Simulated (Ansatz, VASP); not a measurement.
NaH in VASP and in Ansatz

```xyz
2
Lattice="2.9551 0.0000 0.0000 0.0000 2.9551 0.0000 0.0000 0.0000 2.9551" Properties=species:S:1:pos:R:3 pbc="T T T"
Na    0.0000    0.0000    0.0000
H     1.4776    1.4776    1.4776
```

Alike in both runs: task single point; functional PBEsol; k mesh 9 × 9 × 9; occupations gaussian, width 0.05 eV; no spin polarisation.

```csv
,VASP,Ansatz
version,VASP 6.6.1,Ansatz 0.2.0
potentials or method,"VASP PAW PBE potentials, release 64 (Na_pv, H), cutoff 520 eV","all-electron LAPW, scalar-relativistic"
```

|  | VASP | Ansatz | Ansatz less VASP |
| --- | --- | --- | --- |
| gap on the k mesh at the Fermi level (eV) | 1.29 | 1.29 | +0.001 |
| least direct gap on the mesh (eV) | 4.70 | 4.70 | +0.002 |
| pressure (GPa) | -0.4 | -0.4 | +0.01 |

VASP's potentials were made for PBE, not for PBEsol. Ansatz ran all-electron here, and VASP with PAW potentials.
